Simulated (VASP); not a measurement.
Ga3Se: single point with PBE+D3(BJ)

The system is Ga3Se.

```
Ga Se
1.0
     4.32361    0.03243    0.00000
     0.03243    4.32361    0.00000
     0.00000    0.00000    4.32361
Ga Se
3 1
Direct
  0.00000 0.50000 0.50000
  0.50000 0.00000 0.50000
  0.50000 0.50000 0.00000
  0.00000 0.00000 0.00000
```

This cell differs from its parent crystal: strain +0.0150 x Voigt [0, 0, 0, 0, 0, 1].

- Program: VASP 6.6.1
- Task: single point
- Functional: PBE
- Dispersion: D3(BJ)
- Potentials or basis: VASP PAW PBE potentials, release 64 (Ga_d, Se)
- Cutoff: 520 eV
- k mesh: 12 × 12 × 12
- Occupations: gaussian, width 0.15 eV
- Spin: no spin polarisation
- Dipole correction: no
- Further INCAR settings: ALGO = Normal; EDIFF = 1e-06; NBANDS = 30

| Quantity | Value |
| --- | --- |
| Pressure | 0.2 GPa |
| Band gap on the k mesh | zero (an odd number of electrons rules out a gap without spin polarisation) |
| Dispersion energy per atom | -0.316 eV |

Stress tensor (GPa, compression positive):
```
 0.25 -0.05  0.00
-0.05  0.25  0.00
 0.00  0.00  0.23
```

Levels at points of the mesh, in eV from the Fermi level:
| k point | band 19 | band 20 | band 21 | band 22 | band 23 | band 24 | band 25 | band 26 | band 27 | band 28 |
| --- | --- | --- | --- | --- | --- | --- | --- | --- | --- | --- |
| (0.00, 0.00, 0.00) | -4.07 | -4.04 | -2.73 | -2.73 | 1.58 | 1.70 | 1.81 | 4.49 | 4.60 | 4.72 |
| (0.50, 0.00, 0.00) | -3.06 | -3.05 | -1.89 | -1.12 | -0.39 | -0.39 | 1.04 | 4.35 | 4.42 | 4.44 |
| (0.50, 0.50, 0.00) | -6.67 | -2.36 | -0.86 | -0.61 | -0.56 | 1.55 | 1.56 | 1.67 | 1.90 | 5.53 |
| (0.00, 0.00, 0.50) | -3.10 | -3.00 | -1.90 | -1.12 | -0.45 | -0.34 | 1.04 | 4.26 | 4.37 | 4.59 |
| (0.50, 0.00, 0.50) | -6.67 | -2.36 | -0.86 | -0.59 | -0.58 | 1.47 | 1.62 | 1.70 | 1.91 | 5.65 |
| (0.50, 0.50, 0.50) | -5.30 | -5.23 | -5.15 | -5.06 | -3.79 | 4.21 | 4.30 | 4.38 | 8.98 | 9.13 |

Wall time 4.3 min on 1 thread of AMD EPYC 9R45 96-Core Processor (Zen 5), on a shared host, peak memory 0.62 GiB.

Caveat: the cell differs from its parent crystal (strain +0.0150 x Voigt [0, 0, 0, 0, 0, 1]).
